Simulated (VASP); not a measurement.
# ZnMo3 (Pm-3m) in VASP: a series of runs

The runs below take ZnMo3 through density of states, with revPBE, BLYP.

Program: VASP 6.6.1. These are calculated values, not measurements. Logs are shortened: lines on timing, memory, paths and dates and some standing lists are left out, and cuts for length are marked.

## (1) The cell of the first run

It takes space group Pm-3m (No. 221, cubic). The conventional cell has a = 3.943 Å, b = 3.943 Å, c = 3.943 Å, α = 90.00°, β = 90.00°, γ = 90.00°. Within 3.7 Å of Mo (site symmetry 4/mmm) lie 8 Mo at 2.79 Å and 4 Zn at 2.79 Å. Within 3.7 Å of Zn (site symmetry m-3m) lie 12 Mo at 2.79 Å.

## (2) Density of states, revPBE

File POSCAR:

```
ZnMo3
1.0
    3.9431540000      0.0000000000      0.0000000000
    0.0000000000      3.9431540000      0.0000000000
    0.0000000000      0.0000000000      3.9431540000
Mo Zn
3 1
Direct
    0.5000000000      0.5000000000      0.0000000000
    0.5000000000      0.0000000000      0.5000000000
    0.0000000000      0.5000000000      0.5000000000
    0.0000000000      0.0000000000      0.0000000000
```

File INCAR.step1:

```
SYSTEM = ZnMo3
ALGO     = Fast           ! electronic algorithm
EDIFF    = 1E-6           ! SCF threshold, eV
ENCUT    = 520            ! plane-wave cutoff, eV
GGA      = RE             ! functional
ISIF     = 2              ! what is computed and relaxed
ISMEAR   = -1             ! smearing method
LASPH    = .TRUE.         ! aspherical terms in the spheres
LCHARG   = .TRUE.         ! write CHGCAR
LMAXMIX  = 4              ! l up to which the mixer works
LREAL    = .FALSE.        ! projectors in reciprocal space
LWAVE    = .FALSE.        ! write WAVECAR
NBANDS   = 35             ! bands
NELM     = 60             ! most SCF steps
PREC     = Accurate       ! precision mode
SIGMA    = 0.05           ! smearing width, eV
```

File KPOINTS.step1:

```
k-points
0
G
  4 4 4
  0 0 0
```

File INCAR.step2:

```
SYSTEM = ZnMo3
ALGO     = Fast           ! electronic algorithm
EDIFF    = 1E-6           ! SCF threshold, eV
ENCUT    = 520            ! plane-wave cutoff, eV
GGA      = RE             ! functional
ICHARG   = 11             ! starting density
ISIF     = 2              ! what is computed and relaxed
ISMEAR   = -5             ! smearing method
LASPH    = .TRUE.         ! aspherical terms in the spheres
LCHARG   = .FALSE.        ! write CHGCAR
LMAXMIX  = 4              ! l up to which the mixer works
LORBIT   = 11             ! projections on sites
LREAL    = .FALSE.        ! projectors in reciprocal space
LWAVE    = .FALSE.        ! write WAVECAR
NEDOS    = 2001           ! points of the DOS
NELM     = 60             ! most SCF steps
PREC     = Accurate       ! precision mode
SIGMA    = 0.05           ! smearing width, eV
```

File KPOINTS.step2:

```
k-points
0
G
  6 6 6
  0 0 0
```

Potentials or basis: VASP PAW PBE potentials, release 64 (Mo_sv, Zn).

On the command line:

```bash
$ cat potpaw_PBE.64/Mo_sv/POTCAR potpaw_PBE.64/Zn/POTCAR > POTCAR
$ cp INCAR.step1 INCAR
$ cp KPOINTS.step1 KPOINTS
$ mpirun -np 1 vasp_std > vasp.out
$ cp INCAR.step2 INCAR
$ cp KPOINTS.step2 KPOINTS
$ mpirun -np 1 vasp_std > vasp.out
```

OUTCAR:

```text
SYSTEM = ZnMo3
   EDIFF = 1E-6
   ENCUT = 520
   GGA = RE
   ICHARG = 11
   ISIF = 2
   ISMEAR = -5
   LASPH = .TRUE.
   LORBIT = 11
   LREAL = .FALSE.
   NELM = 60
   PREC = Accurate

 ion  position               nearest neighbor table
   1  0.500  0.500  0.000-   2 2.79   3 2.79   4 2.79   2 2.79   3 2.79   2 2.79   4 2.79   2 2.79
                             3 2.79   4 2.79   3 2.79   4 2.79
   2  0.500  0.000  0.500-   1 2.79   3 2.79   4 2.79   1 2.79   4 2.79   1 2.79   3 2.79   1 2.79
                             3 2.79   4 2.79   4 2.79   3 2.79
   3  0.000  0.500  0.500-   1 2.79   2 2.79   4 2.79   1 2.79   4 2.79   2 2.79   4 2.79   4 2.79
                             1 2.79   2 2.79   1 2.79   2 2.79
   4  0.000  0.000  0.000-   1 2.79   2 2.79   3 2.79   2 2.79   3 2.79   1 2.79   3 2.79   3 2.79
                             1 2.79   2 2.79   2 2.79   1 2.79

  LATTYP: Found a simple cubic cell.
 ALAT       =     3.9431540000

  Lattice vectors:

 A1 = (   3.9431540000,   0.0000000000,   0.0000000000)
 A2 = (   0.0000000000,   3.9431540000,   0.0000000000)
 A3 = (   0.0000000000,   0.0000000000,   3.9431540000)

Analysis of symmetry for initial positions (statically):
=====================================================================
 Subroutine PRICEL returns:
 Original cell was already a primitive cell.

 Routine SETGRP: Setting up the symmetry group for a
 simple cubic supercell.

 Subroutine GETGRP returns: Found 48 space group operations
 (whereof 48 operations were pure point group operations)
 out of a pool of 48 trial point group operations.

The static configuration has the point symmetry O_h .

Analysis of symmetry for dynamics (positions and initial velocities):
=====================================================================
 Subroutine PRICEL returns:
 Original cell was already a primitive cell.

 Routine SETGRP: Setting up the symmetry group for a
 simple cubic supercell.

 Subroutine GETGRP returns: Found 48 space group operations
 (whereof 48 operations were pure point group operations)
 out of a pool of 48 trial point group operations.

The dynamic configuration has the point symmetry O_h .

 Subroutine INISYM returns: Found 48 space group operations
 (whereof 48 operations are pure point group operations),
 and found     1 'primitive' translations

[... 103 lines left out ...]
   POTIM  = 0.5000    time-step for ionic-motion
   TEBEG  =    0.0;   TEEND  =   0.0 temperature during run
   PSTRESS=    0.0 pullay stress
   NELECT =      54.0000    total number of electrons
   NUPDOWN=      -1.0000    fix difference up-down
   EMIN   =  10.00;   EMAX   =-10.00  energy-range for DOS
   EFERMI =   0.00;   METHOD = LEGACY
   ISMEAR =    -5;   SIGMA  =   0.05  broadening in eV -4-tet -1-fermi 0-gaus
   EFERMI_NEDOS =   21; number of points for ismear=-14 and -15
   IALGO  =     68    algorithm
   IMIX   =      4    mixing-type and parameters
     AMIX     =   0.40;   BMIX     =  1.00
     AMIX_MAG =   1.60;   BMIX_MAG =  1.00
  volume/ion in A,a.u.               =      15.33       103.44
  Fermi-wavevector in a.u.,A,eV,Ry     =   1.569263  2.965477 33.505513  2.462586
  Thomas-Fermi vector in A             =   2.671171
   LORBIT       =     11    0 simple, 1 ext, 2 COOP (PROOUT), +10 PAW based schemes
   GGA     = RE    functional components
   LHFCALC =     F    Hartree Fock is set to
   AEXX    =    0.0000 exact exchange contribution
   IVDW    =     0    specifies the selected vdW correction
   LEPSILON=     F    determine dielectric tensor
   LRPA    =     F    only Hartree local field effects (RPA)
 non-spin polarized calculation
 RMM-DIIS sequential band-by-band and
 Fermi weights with tetrahedron method with Bloechl corrections
  energy-cutoff  :      520.00
  volume of cell :       61.31
 maximum number of plane-waves:      1671
 NGX is ok and might be reduce to    30

 number of electron      54.0000015 magnetization

 Free energy of the ion-electron system (eV)
  ---------------------------------------------------
  ext. energy  EPLUGINS =         0.00000000
  ---------------------------------------------------
  free energy    TOTEN  =       -31.52200972 eV

  energy without entropy =      -31.52200972  energy(sigma->0) =      -31.52200972

 E-fermi :  10.3012     XC(G=0): -12.9748

 val. band max:       10.4147280775   @ k =   0.3333   0.3333   0.0000
 cond. band min:      10.1631591861   @ k =   0.5000   0.1667   0.0000
 fundamental gap:     -0.2515688914
 Fermi energy:        10.3012243275

 k-point     1 :       0.0000    0.0000    0.0000
  band No.  band energies     occupation
      1     -50.7738      2.00000
      2     -50.5095      2.00000
      3     -50.5095      2.00000
      4     -25.2204      2.00000
      5     -25.2204      2.00000
      6     -25.2204      2.00000
[... 689 lines left out ...]
     31      11.8815      0.00000
     32      11.9777      0.00000

------------------------ aborting loop because EDIFF is reached ----------------------------------------

  FORCE on cell =-STRESS in cart. coord.  units (eV):
  Direction    XX          YY          ZZ          XY          YZ          ZX
  --------------------------------------------------------------------------------------
  -------------------------------------------------------------------------------------
  Total        0.5718632      0.5718632      0.5718632     -0.0000000      0.0000000     -0.0000000
  in kB       14.9441601     14.9441601     14.9441601     -0.0000000      0.0000000     -0.0000000
  external PRESSURE =      14.9441601 kB  Pullay stress =       0.0000000 kB

 VOLUME and BASIS-vectors are now :
 -----------------------------------------------------------------------------
  energy-cutoff  :      520.00
  volume of cell :       61.31
      direct lattice vectors                 reciprocal lattice vectors
     3.943154000  0.000000000  0.000000000     0.253604095  0.000000000  0.000000000
     0.000000000  3.943154000  0.000000000     0.000000000  0.253604095  0.000000000
     0.000000000  0.000000000  3.943154000     0.000000000  0.000000000  0.253604095

 POSITION                                       TOTAL-FORCE (eV/Angst)
 -----------------------------------------------------------------------------------
      1.97158      1.97158      0.00000         0.000000      0.000000      0.000000
      1.97158      0.00000      1.97158         0.000000      0.000000      0.000000
      0.00000      1.97158      1.97158         0.000000      0.000000      0.000000
      0.00000      0.00000      0.00000         0.000000      0.000000      0.000000
 -----------------------------------------------------------------------------------
    total drift:                                0.000000      0.000000     -0.000000

  FREE ENERGIE OF THE ION-ELECTRON SYSTEM (eV)
  ---------------------------------------------------
  free  energy   TOTEN  =       -31.5220097200 eV

  energy  without entropy=      -31.5220097200  energy(sigma->0) =      -31.52200972

 total charge

# of ion       s       p       d       tot
------------------------------------------
    1        2.351   6.171   3.919  12.441
    2        2.351   6.171   3.919  12.441
    3        2.351   6.171   3.919  12.441
    4        0.620   0.667   9.692  10.979
--------------------------------------------------
tot          7.672  19.180  21.450  48.303
```

OUTCAR.step1:

```text
SYSTEM = ZnMo3
   EDIFF = 1E-6
   ENCUT = 520
   GGA = RE
   ISIF = 2
[... 597 lines left out ...]
      1.97158      1.97158      0.00000         0.000000      0.000000      0.000000
      1.97158      0.00000      1.97158         0.000000      0.000000      0.000000
      0.00000      1.97158      1.97158         0.000000      0.000000      0.000000
      0.00000      0.00000      0.00000         0.000000      0.000000      0.000000
 -----------------------------------------------------------------------------------
    total drift:                                0.000000      0.000000     -0.000000

  FREE ENERGIE OF THE ION-ELECTRON SYSTEM (eV)
  ---------------------------------------------------
  free  energy   TOTEN  =       -31.5162127743 eV

  energy  without entropy=      -31.4938349770  energy(sigma->0) =      -31.50502388
```

OSZICAR.step1:

```text
N       E                     dE             d eps       ncg     rms          rms(c)
DAV:   1     0.702156482983E+03    0.70216E+03   -0.31387E+04   708   0.192E+03
DAV:   2     0.820614471954E+01   -0.69395E+03   -0.67883E+03   738   0.549E+02
DAV:   3    -0.323643292866E+02   -0.40570E+02   -0.38525E+02   791   0.137E+02
DAV:   4    -0.334046441054E+02   -0.10403E+01   -0.10209E+01   812   0.193E+01
DAV:   5    -0.334169572795E+02   -0.12313E-01   -0.12307E-01   790   0.233E+00    0.221E+01
RMM:   6    -0.316972347746E+02    0.17197E+01   -0.45740E+00   703   0.154E+01    0.804E+00
RMM:   7    -0.315586578782E+02    0.13858E+00   -0.19894E+00   746   0.860E+00    0.187E+00
RMM:   8    -0.315227420054E+02    0.35916E-01   -0.30541E-01   807   0.378E+00    0.153E+00
RMM:   9    -0.315189564894E+02    0.37855E-02   -0.80766E-02   766   0.187E+00    0.533E-01
RMM:  10    -0.315161742839E+02    0.27822E-02   -0.15287E-02   826   0.692E-01    0.110E-01
RMM:  11    -0.315162457528E+02   -0.71469E-04   -0.58759E-03   857   0.400E-01    0.120E-01
RMM:  12    -0.315162070233E+02    0.38730E-04   -0.94214E-04   816   0.235E-01    0.175E-02
RMM:  13    -0.315162118931E+02   -0.48699E-05   -0.20188E-04   922   0.875E-02    0.108E-02
RMM:  14    -0.315162123180E+02   -0.42482E-06   -0.29637E-05   923   0.392E-02    0.342E-03
RMM:  15    -0.315162127743E+02   -0.45633E-06   -0.49709E-06   649   0.151E-02
   1 F= -.31516213E+02 E0= -.31505024E+02  d E =-.223778E-01
```

It took 2 min on 1 thread of AMD EPYC 7R13, shared host; peak memory 0.14 GiB.

Results:

```yaml
Valence_electrons_inside_the_program's_atomic_spheres: Mo 12.44; Zn 10.98
```

Caveat: the k points lie up to 0.40 Å⁻¹ apart; the PAW data sets were made with another functional, which shifts forces and pressure a little; tetrahedron occupations give inexact forces and stress in metals.

## (3) Density of states, BLYP

POSCAR is that of step 2.

File INCAR.step1:

```
SYSTEM = ZnMo3
  PREC = Accurate
  ENCUT = 520
  EDIFF = 1E-7
  ISMEAR = -1
  SIGMA = 0.05
  LREAL = .False.
  LASPH = .True.
  NELM = 60
  ALGO = Fast
  ISIF = 2
  LWAVE = .False.
  LCHARG = .True.
  LMAXMIX = 4
  GGA = B5
  ALDAX = 1.0
  AGGAX = 1.0
  AGGAC = 1.0
  ALDAC = 0.0
  NBANDS = 35
```

File KPOINTS.step1:

```
regular mesh
0
Gamma
  4 4 4
  0 0 0
```

File INCAR.step2:

```
SYSTEM = ZnMo3
  PREC = Accurate
  ENCUT = 520
  EDIFF = 1E-7
  ISMEAR = -5
  SIGMA = 0.05
  LREAL = .False.
  LASPH = .True.
  NELM = 60
  ALGO = Fast
  ISIF = 2
  LWAVE = .False.
  LCHARG = .False.
  LMAXMIX = 4
  GGA = B5
  ALDAX = 1.0
  AGGAX = 1.0
  AGGAC = 1.0
  ALDAC = 0.0
  LORBIT = 11
  NBANDS = 35
  NEDOS = 2001
  ICHARG = 11
```

File KPOINTS.step2:

```
regular mesh
0
Gamma
  6 6 6
  0 0 0
```

Potentials or basis: VASP PAW PBE potentials, release 64 (Mo_sv, Zn).

On the command line:

```bash
$ cat potpaw_PBE.64/Mo_sv/POTCAR potpaw_PBE.64/Zn/POTCAR > POTCAR
$ cp INCAR.step1 INCAR
$ cp KPOINTS.step1 KPOINTS
$ mpirun -np 1 vasp_std > vasp.out
$ cp INCAR.step2 INCAR
$ cp KPOINTS.step2 KPOINTS
$ mpirun -np 1 vasp_std > vasp.out
```

OUTCAR:

```text
SYSTEM = ZnMo3
   PREC = Accurate
   ENCUT = 520
   EDIFF = 1E-7
   ISMEAR = -5
   LREAL = .False.
   LASPH = .True.
   NELM = 60
   ISIF = 2
   GGA = B5
   LORBIT = 11
   ICHARG = 11

 ion  position               nearest neighbor table
   1  0.500  0.500  0.000-   2 2.79   3 2.79   4 2.79   2 2.79   3 2.79   2 2.79   4 2.79   2 2.79
                             3 2.79   4 2.79   3 2.79   4 2.79
   2  0.500  0.000  0.500-   1 2.79   3 2.79   4 2.79   1 2.79   4 2.79   1 2.79   3 2.79   1 2.79
                             3 2.79   4 2.79   4 2.79   3 2.79
   3  0.000  0.500  0.500-   1 2.79   2 2.79   4 2.79   1 2.79   4 2.79   2 2.79   4 2.79   4 2.79
                             1 2.79   2 2.79   1 2.79   2 2.79
   4  0.000  0.000  0.000-   1 2.79   2 2.79   3 2.79   2 2.79   3 2.79   1 2.79   3 2.79   3 2.79
                             1 2.79   2 2.79   2 2.79   1 2.79

  LATTYP: Found a simple cubic cell.
 ALAT       =     3.9431540000

  Lattice vectors:

 A1 = (   3.9431540000,   0.0000000000,   0.0000000000)
 A2 = (   0.0000000000,   3.9431540000,   0.0000000000)
 A3 = (   0.0000000000,   0.0000000000,   3.9431540000)

Analysis of symmetry for initial positions (statically):
=====================================================================
 Subroutine PRICEL returns:
 Original cell was already a primitive cell.

 Routine SETGRP: Setting up the symmetry group for a
 simple cubic supercell.

 Subroutine GETGRP returns: Found 48 space group operations
 (whereof 48 operations were pure point group operations)
 out of a pool of 48 trial point group operations.

The static configuration has the point symmetry O_h .

Analysis of symmetry for dynamics (positions and initial velocities):
=====================================================================
 Subroutine PRICEL returns:
 Original cell was already a primitive cell.

 Routine SETGRP: Setting up the symmetry group for a
 simple cubic supercell.

[... 131 lines left out ...]
   LHFCALC =     F    Hartree Fock is set to
   AEXX    =    0.0000 exact exchange contribution
   IVDW    =     0    specifies the selected vdW correction
   LEPSILON=     F    determine dielectric tensor
   LRPA    =     F    only Hartree local field effects (RPA)
 non-spin polarized calculation
 RMM-DIIS sequential band-by-band and
 Fermi weights with tetrahedron method with Bloechl corrections
  energy-cutoff  :      520.00
  volume of cell :       61.31
 maximum number of plane-waves:      1671
 NGX is ok and might be reduce to    30

 number of electron      54.0000015 magnetization

 Free energy of the ion-electron system (eV)
  ---------------------------------------------------
  ext. energy  EPLUGINS =         0.00000000
  ---------------------------------------------------
  free energy    TOTEN  =       -28.12274821 eV

  energy without entropy =      -28.12274821  energy(sigma->0) =      -28.12274821

 E-fermi :  10.7836     XC(G=0): -12.4147

 val. band max:       10.9136976173   @ k =   0.3333   0.3333   0.0000
 cond. band min:      10.6459865423   @ k =   0.5000   0.1667   0.0000
 fundamental gap:     -0.2677110750
 Fermi energy:        10.7835566390

 k-point     1 :       0.0000    0.0000    0.0000
  band No.  band energies     occupation
      1     -50.0934      2.00000
      2     -49.8246      2.00000
      3     -49.8246      2.00000
      4     -24.6740      2.00000
      5     -24.6740      2.00000
      6     -24.6740      2.00000
[... 749 lines left out ...]
     34      14.5985      0.00000
     35      14.5986      0.00000

------------------------ aborting loop because EDIFF is reached ----------------------------------------

  FORCE on cell =-STRESS in cart. coord.  units (eV):
  Direction    XX          YY          ZZ          XY          YZ          ZX
  --------------------------------------------------------------------------------------
  -------------------------------------------------------------------------------------
  Total        2.7997846      2.7997846      2.7997846      0.0000000     -0.0000000      0.0000000
  in kB       73.1651030     73.1651030     73.1651030      0.0000000     -0.0000000      0.0000000
  external PRESSURE =      73.1651030 kB  Pullay stress =       0.0000000 kB

 VOLUME and BASIS-vectors are now :
 -----------------------------------------------------------------------------
  energy-cutoff  :      520.00
  volume of cell :       61.31
      direct lattice vectors                 reciprocal lattice vectors
     3.943154000  0.000000000  0.000000000     0.253604095  0.000000000  0.000000000
     0.000000000  3.943154000  0.000000000     0.000000000  0.253604095  0.000000000
     0.000000000  0.000000000  3.943154000     0.000000000  0.000000000  0.253604095

 POSITION                                       TOTAL-FORCE (eV/Angst)
 -----------------------------------------------------------------------------------
      1.97158      1.97158      0.00000         0.000000      0.000000      0.000000
      1.97158      0.00000      1.97158         0.000000      0.000000      0.000000
      0.00000      1.97158      1.97158         0.000000      0.000000      0.000000
      0.00000      0.00000      0.00000         0.000000      0.000000      0.000000
 -----------------------------------------------------------------------------------
    total drift:                                0.000000      0.000000     -0.000000

  FREE ENERGIE OF THE ION-ELECTRON SYSTEM (eV)
  ---------------------------------------------------
  free  energy   TOTEN  =       -28.1227482101 eV

  energy  without entropy=      -28.1227482101  energy(sigma->0) =      -28.12274821

 total charge

# of ion       s       p       d       tot
------------------------------------------
    1        2.352   6.164   3.978  12.494
    2        2.352   6.164   3.978  12.494
    3        2.352   6.164   3.978  12.494
    4        0.650   0.677   9.715  11.042
--------------------------------------------------
tot          7.705  19.170  21.650  48.525
```

OUTCAR.step1:

```text
SYSTEM = ZnMo3
   PREC = Accurate
   ENCUT = 520
   EDIFF = 1E-7
   ISMEAR = -1
   LREAL = .False.
[... 597 lines left out ...]
      1.97158      0.00000      1.97158         0.000000      0.000000      0.000000
      0.00000      1.97158      1.97158         0.000000      0.000000      0.000000
      0.00000      0.00000      0.00000         0.000000      0.000000      0.000000
 -----------------------------------------------------------------------------------
    total drift:                                0.000000      0.000000     -0.000000

  FREE ENERGIE OF THE ION-ELECTRON SYSTEM (eV)
  ---------------------------------------------------
  free  energy   TOTEN  =       -28.1118622089 eV

  energy  without entropy=      -28.0871993363  energy(sigma->0) =      -28.09953077
```

Run time: 3.4 min. Hardware: 1 thread of AMD EPYC 7R13, shared host; peak memory 0.14 GiB.

What came out:

```
Valence electrons inside the program's atomic spheres : Mo 12.49; Zn 11.04
```

Caveat: the k points lie up to 0.40 Å⁻¹ apart; the PAW data sets were made with another functional, which shifts forces and pressure a little; tetrahedron occupations give inexact forces and stress in metals.
